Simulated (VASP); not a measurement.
# TiS2 (P-3m1) in VASP: single point with r2SCAN+D3(BJ)

Aim: the single point of TiS2 with r2SCAN+D3(BJ).

Everything below comes from runs of VASP 6.6.1. Logs are shortened: lines on timing, memory, paths and dates and some standing lists are left out, and cuts for length are marked.

## (1) The cell of the first run

Symmetry: P-3m1, No. 164, trigonal system. Conventional cell: a = 3.404 Å, b = 3.404 Å, c = 5.697 Å, α = 90.00°, β = 90.00°, γ = 120.00°. Ti (site symmetry -3m) has 6 S at 2.42 Å within 3.2 Å. S (site symmetry 3m) has 3 Ti at 2.42 Å within 3.2 Å.

## (2) Single point, r2SCAN+D3(BJ)

Contents of POSCAR:

```
TiS2
1.0
    3.4039187095      0.0000000000      0.0000000000
   -1.7019593548      2.9478800748      0.0000000000
    0.0000000000      0.0000000000      5.6970257845
Ti S
1 2
Direct
    0.0000000000      0.0000000000      0.0000000000
    0.3333333333      0.6666666667      0.2464773751
    0.6666666667      0.3333333333      0.7535226249
```

Contents of INCAR.step1:

```
SYSTEM = TiS2
  PREC = Accurate
  ENCUT = 550
  ISMEAR = 0
  SIGMA = 0.01
  LREAL = .False.
  LASPH = .True.
  NELM = 120
  NBANDS = 19
  GGA = PE
  ALGO = Normal
  EDIFF = 1E-5
  LWAVE = .True.
  LCHARG = .False.
  GGA_COMPAT = .False.
```

Contents of INCAR.step2:

```
SYSTEM = TiS2
  PREC = Accurate
  ENCUT = 550
  EDIFF = 1E-6
  ISMEAR = 0
  SIGMA = 0.01
  LREAL = .False.
  LASPH = .True.
  NELM = 120
  ALGO = Normal
  ISIF = 2
  LWAVE = .False.
  LCHARG = .False.
  METAGGA = R2SCAN
  LMIXTAU = .True.
  IVDW = 12
  VDW_S6 = 1.0
  VDW_S8 = 0.78981345
  VDW_A1 = 0.49484001
  VDW_A2 = 5.73083694
  NBANDS = 19
  ISTART = 1
  GGA_COMPAT = .False.
```

Contents of KPOINTS:

```
Automatic mesh
0
Gamma
  12 12 6
  0 0 0
```

Potentials or basis: VASP PAW PBE potentials, release 64 (Ti_sv, S).

Run with:

```bash
$ cat potpaw_PBE.64/Ti_sv/POTCAR potpaw_PBE.64/S/POTCAR > POTCAR
$ cp INCAR.step1 INCAR
$ mpirun -np 1 vasp_std > vasp.out
$ cp INCAR.step2 INCAR
$ mpirun -np 1 vasp_std > vasp.out
```

OUTCAR:

```text
SYSTEM = TiS2
   PREC = Accurate
   ENCUT = 550
   EDIFF = 1E-6
   ISMEAR = 0
   LREAL = .False.
   LASPH = .True.
   NELM = 120
   ISIF = 2
   METAGGA = R2SCAN
   IVDW = 12
   ISTART = 1
 IVDW          = 12

 ion  position               nearest neighbor table
   1  0.000  0.000  0.000-   2 2.42   3 2.42   2 2.42   3 2.42   3 2.42   2 2.42
   2  0.333  0.667  0.246-   1 2.42   1 2.42   1 2.42
   3  0.667  0.333  0.754-   1 2.42   1 2.42   1 2.42

  LATTYP: Found a hexagonal cell.
 ALAT       =     3.4039187095
 C/A-ratio  =     1.6736668148

  Lattice vectors:

 A1 = (   3.4039187095,   0.0000000000,   0.0000000000)
 A2 = (  -1.7019593548,   2.9478800748,   0.0000000000)
 A3 = (   0.0000000000,   0.0000000000,   5.6970257845)

Analysis of symmetry for initial positions (statically):
=====================================================================
 Subroutine PRICEL returns:
 Original cell was already a primitive cell.

 Routine SETGRP: Setting up the symmetry group for a
 hexagonal supercell.

 Subroutine GETGRP returns: Found 12 space group operations
 (whereof 12 operations were pure point group operations)
 out of a pool of 24 trial point group operations.

The static configuration has the point symmetry D_3d.

Analysis of symmetry for dynamics (positions and initial velocities):
=====================================================================
 Subroutine PRICEL returns:
 Original cell was already a primitive cell.

 Routine SETGRP: Setting up the symmetry group for a
 hexagonal supercell.

 Subroutine GETGRP returns: Found 12 space group operations
 (whereof 12 operations were pure point group operations)
 out of a pool of 24 trial point group operations.

The dynamic configuration has the point symmetry D_3d.

 Subroutine INISYM returns: Found 12 space group operations
 (whereof 12 operations are pure point group operations),
 and found     1 'primitive' translations

----------------------------------------------------------------------------------------

                                     Primitive cell

  volume of cell :      57.1659

  direct lattice vectors                    reciprocal lattice vectors
     3.403918710  0.000000000  0.000000000     0.293779049  0.169613413  0.000000000
    -1.701959355  2.947880075  0.000000000     0.000000000  0.339226826  0.000000000
     0.000000000  0.000000000  5.697025785     0.000000000  0.000000000  0.175530187

  length of vectors
     3.403918710  3.403918709  5.697025785     0.339226826  0.339226826  0.175530187

  position of ions in fractional coordinates (direct lattice)
     0.000000000  0.000000000  0.000000000
     0.333333333  0.666666667  0.246477375
     0.666666667  0.333333333  0.753522625

  ion indices of the primitive-cell ions
   primitive index   ion index
                 1           1
                 2           2
                 3           3

----------------------------------------------------------------------------------------

 KPOINTS: Automatic mesh

Automatic generation of k-mesh.
 Grid dimensions read from file:
 generate k-points for:   12   12    6

 Generating k-lattice:

  Cartesian coordinates                     Fractional coordinates (reciprocal lattice)
     0.024481587  0.014134451  0.000000000     0.083333333 -0.000000000  0.000000000
     0.000000000  0.028268902  0.000000000     0.000000000  0.083333333  0.000000000
     0.000000000  0.000000000  0.029255031     0.000000000  0.000000000  0.166666667

  Length of vectors
     0.028268902  0.028268902  0.029255031

  Shift w.r.t. Gamma in fractional coordinates (k-lattice)
     0.000000000  0.000000000  0.000000000

 Subroutine IBZKPT returns following result:
 ===========================================

 Found    100 irreducible k-points:

 Following reciprocal coordinates:
            Coordinates               Weight
  0.000000  0.000000  0.000000      1.000000
  0.083333  0.000000  0.000000      6.000000
  0.166667  0.000000  0.000000      6.000000
  0.250000  0.000000  0.000000      6.000000
  0.333333  0.000000  0.000000      6.000000
  0.416667  0.000000  0.000000      6.000000
[... 16 lines left out ...]
  0.166667  0.000000  0.166667      6.000000
  0.000000  0.166667  0.166667      6.000000
 [... further k-points ...]
   k-points           NKPTS =    100   k-points in BZ     NKDIM =    100   number of bands    NBANDS=     19
   number of dos      NEDOS =    301   number of ions     NIONS =      3
   total plane-waves  NPLWV =  37632
   dimension x,y,z NGX =    28 NGY =   28 NGZ =   48
   dimension x,y,z NGXF=    56 NGYF=   56 NGZF=   96
   ions per type =               1   2
   NGX,Y,Z   is equivalent  to a cutoff of  13.68, 13.68, 14.01 a.u.
   NGXF,Y,Z  is equivalent  to a cutoff of  27.35, 27.35, 28.01 a.u.
 SYSTEM =  TiS2
   PREC   = accura    normal or accurate (medium, high low for compatibility)
   ISTART =      1    job   : 0-new  1-cont  2-samecut
   ICHARG =      0    charge: 1-file 2-atom 10-const
   ISPIN  =      1    spin polarized calculation?
   LNONCOLLINEAR =      F non collinear calculations
   LSORBIT =      F    spin-orbit coupling
   LASPH  =      T    aspherical Exc in radial PAW
   ENCUT  =  550.0 eV  40.42 Ry    6.36 a.u.   6.51  6.51 10.89*2*pi/ulx,y,z
   NELM   =    120;   NELMIN=  2; NELMDL=  0     # of ELM steps
   EDIFF  = 0.1E-05   stopping-criterion for ELM
   LREAL  =      F    real-space projection
   EDIFFG = 0.1E-04   stopping-criterion for IOM
   NSW    =      0    number of steps for IOM
   IBRION =     -1    ionic relax: 0-MD 1-quasi-New 2-CG
   NFREE  =      0    steps in history (QN), initial steepest desc. (CG)
   ISIF   =      2    stress and relaxation
   ISYM   =      2    0-nonsym 1-usesym 2-fastsym
   POTIM  = 0.5000    time-step for ionic-motion
   TEBEG  =    0.0;   TEEND  =   0.0 temperature during run
   PSTRESS=    0.0 pullay stress
   NELECT =      24.0000    total number of electrons
   NUPDOWN=      -1.0000    fix difference up-down
   EMIN   =  10.00;   EMAX   =-10.00  energy-range for DOS
   EFERMI =   0.00;   METHOD = LEGACY
   ISMEAR =     0;   SIGMA  =   0.01  broadening in eV -4-tet -1-fermi 0-gaus
   EFERMI_NEDOS =   21; number of points for ismear=-14 and -15
   IALGO  =     38    algorithm
   IMIX   =      4    mixing-type and parameters
     AMIX     =   0.40;   BMIX     =  1.00
     AMIX_MAG =   1.60;   BMIX_MAG =  1.00
  volume/ion in A,a.u.               =      19.06       128.59
  Fermi-wavevector in a.u.,A,eV,Ry     =   1.225837  2.316497 20.445165  1.502677
  Thomas-Fermi vector in A             =   2.360860
   LORBIT       =      0    0 simple, 1 ext, 2 COOP (PROOUT), +10 PAW based schemes
   METAGGA = R2SCAN    functional components
   LHFCALC =     F    Hartree Fock is set to
   AEXX    =    0.0000 exact exchange contribution
   IVDW    =    12    specifies the selected vdW correction
   LEPSILON=     F    determine dielectric tensor
   LRPA    =     F    only Hartree local field effects (RPA)
 non-spin polarized calculation
 Gauss-broadening in eV      SIGMA  =   0.01
  energy-cutoff  :      550.00
  volume of cell :       57.17
 maximum number of plane-waves:      1714
 NGX is ok and might be reduce to    28
   NGX = 13   NGY = 13   NGZ = 21

 number of electron      24.0000000 magnetization

 Free energy of the ion-electron system (eV)
  ---------------------------------------------------
  ext. energy  EPLUGINS =         0.00000000
  ---------------------------------------------------
  free energy    TOTEN  =       -33.47337400 eV

  energy without entropy =      -33.47337400  energy(sigma->0) =      -33.47337400

 E-fermi :   5.3935     XC(G=0): -10.6579

 val. band max:        5.3431227318   @ k =   0.0000   0.0000   0.0000
 cond. band min:       5.4857503862   @ k =   0.5000   0.0000   0.5000
 fundamental gap:      0.1426276544
 Fermi energy:         5.3935364896

 k-point     1 :       0.0000    0.0000    0.0000
  band No.  band energies     occupation
      1     -54.7270      2.00000
      2     -29.9087      2.00000
      3     -29.8601      2.00000
      4     -29.8601      2.00000
      5      -9.1051      2.00000
      6      -7.3361      2.00000
[... 11 lines left out ...]
     18      12.0081      0.00000
     19      13.1100      0.00000

 k-point     2 :       0.0833    0.0000    0.0000
  band No.  band energies     occupation
      1     -54.7261      2.00000
      2     -29.9068      2.00000
      3     -29.8694      2.00000
      4     -29.8622      2.00000
      5      -9.0192      2.00000
      6      -7.3199      2.00000
[... 11 lines left out ...]
     18      12.4990      0.00000
     19      13.4552      0.00000

 k-point     3 :       0.1667    0.0000    0.0000
  band No.  band energies     occupation
      1     -54.7238      2.00000
      2     -29.9018      2.00000
      3     -29.8944      2.00000
      4     -29.8679      2.00000
      5      -8.7728      2.00000
      6      -7.2763      2.00000
[... 11 lines left out ...]
     18      13.3142      0.00000
     19      14.1971      0.00000

 k-point     4 :       0.2500    0.0000    0.0000
  band No.  band energies     occupation
      1     -54.7206      2.00000
      2     -29.9291      2.00000
      3     -29.8944      2.00000
      4     -29.8757      2.00000
      5      -8.4009      2.00000
      6      -7.2208      2.00000
[... 407 lines left out ...]
     18      12.5323      0.00000
     19      13.8450      0.00000

 k-point    23 :       0.1667    0.0000    0.1667
  band No.  band energies     occupation
      1     -54.7238      2.00000
      2     -29.9019      2.00000
      3     -29.8944      2.00000
      4     -29.8679      2.00000
      5      -8.7064      2.00000
      6      -7.3864      2.00000
[... 11 lines left out ...]
     18      13.5497      0.00000
     19      14.1445      0.00000

 k-point    24 :       0.0000    0.1667    0.1667
  band No.  band energies     occupation
      1     -54.7238      2.00000
      2     -29.9019      2.00000
      3     -29.8944      2.00000
      4     -29.8679      2.00000
      5      -8.7142      2.00000
      6      -7.3723      2.00000
[... 11 lines left out ...]
     18      13.1945      0.00000
     19      14.5353      0.00000

 [... further k-points ...]

------------------------ aborting loop because EDIFF is reached ----------------------------------------

 Edisp (eV)   -0.54645

 E8    (eV) :    -0.1706

  FORCE on cell =-STRESS in cart. coord.  units (eV):
  Direction    XX          YY          ZZ          XY          YZ          ZX
  --------------------------------------------------------------------------------------
  -------------------------------------------------------------------------------------
  Total       0.04671     0.04671     0.03690    -0.00000    -0.00000     0.00000
  in kB       1.30901     1.30901     1.03426    -0.00000    -0.00000     0.00000
  external pressure =        1.22 kB  Pullay stress =        0.00 kB

 VOLUME and BASIS-vectors are now :
 -----------------------------------------------------------------------------
  energy-cutoff  :      550.00
  volume of cell :       57.17
      direct lattice vectors                 reciprocal lattice vectors
     3.403918710  0.000000000  0.000000000     0.293779049  0.169613413  0.000000000
    -1.701959355  2.947880075  0.000000000     0.000000000  0.339226826  0.000000000
     0.000000000  0.000000000  5.697025785     0.000000000  0.000000000  0.175530187

 POSITION                                       TOTAL-FORCE (eV/Angst)
 -----------------------------------------------------------------------------------
      0.00000      0.00000      0.00000        -0.000000      0.000000      0.000000
     -0.00000      1.96525      1.40419         0.000000     -0.000000      0.012140
      1.70196      0.98263      4.29284        -0.000000      0.000000     -0.012140
 -----------------------------------------------------------------------------------
    total drift:                                0.000000      0.000000      0.000000

  FREE ENERGIE OF THE ION-ELECTRON SYSTEM (eV)
  ---------------------------------------------------
  free  energy   TOTEN  =       -34.0198207137 eV

  energy  without entropy=      -34.0198207137  energy(sigma->0) =      -34.01982071
```

Run time: 4.2 min. Hardware: 1 thread of Intel Xeon Platinum 8488C (Sapphire Rapids), shared host; peak memory 0.28 GiB.

What came out:

| Item | Value |
| --- | --- |
| Free energy | -34.0198 eV |
| Pressure | 0.1 GPa |
| Largest force | 0.012 eV/Å |
| Band gap on the k mesh | 0.14 eV (least direct gap 0.64 eV) |
| Dispersion energy per atom | -0.182 eV |

Forces in eV/Å, atoms in the order of the input:
```
Ti   0.000  0.000  0.000
S    0.000  0.000  0.012
S    0.000  0.000 -0.012
```

Levels at points of the mesh, in eV from the valence-band top:
```tsv
k point	band 8	band 9	band 10	band 11	band 12	band 13	band 14	band 15	band 16	band 17
(0.00, 0.00, 0.00)	-3.07	-3.07	-0.11	0.00	0.00	0.64	0.64	1.17	3.70	3.70
(0.50, 0.00, 0.00)	-3.93	-3.05	-2.90	-2.76	-1.74	0.40	1.73	2.17	3.92	4.04
(0.00, 0.00, 0.50)	-3.03	-3.03	-2.50	-0.16	-0.16	0.62	0.62	1.78	3.99	3.99
(0.50, 0.00, 0.50)	-4.68	-3.06	-2.98	-1.43	-1.39	0.14	1.72	2.13	3.58	4.49
```

Caveat: the PAW data sets were made with another functional, which shifts forces and pressure a little. A k mesh can miss the band edges.
